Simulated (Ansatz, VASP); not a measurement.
# Two plane-wave programs on TaRu

```
CELL_PARAMETERS angstrom
1.65412 -2.34161 0.00000
1.65412 2.34161 0.00000
0.00000 0.00000 4.16242
ATOMIC_POSITIONS crystal
Ta 0.50000 0.50000 0.50000
Ru 0.00000 0.00000 0.00000
```

Alike in both runs: task single point; functional LDA; k mesh 6 × 6 × 4; occupations gaussian, width 0.1 eV; no spin polarisation.

|  | VASP | Ansatz |
| --- | --- | --- |
| version | VASP 6.6.1 | Ansatz 0.2.0 |
| potentials or method | VASP PAW LDA potentials, release 64 (Ta_sv_GW, Ru_sv), cutoff 600 eV | scalar-relativistic, plane waves, PAW |
| valence electrons in the cell | 29 | 29 |

|  | VASP | Ansatz | Ansatz less VASP |
| --- | --- | --- | --- |
| gap on the k mesh at the Fermi level (eV) | none | none | - |
| pressure (GPa) | -13.2 | -13.6 | -0.41 |
| traceless stress, the component that is largest in VASP (GPa) | 1.43 | 1.47 | +0.039 |

LDA's correlation is that of Perdew and Zunger in VASP and of Perdew and Wang (1992) in Ansatz. A gap of «none» marks a metal or a gap that the smearing closes.

The k mesh is coarse, so the values compare programs but aren't converged. Neither program's run includes spin-orbit coupling.
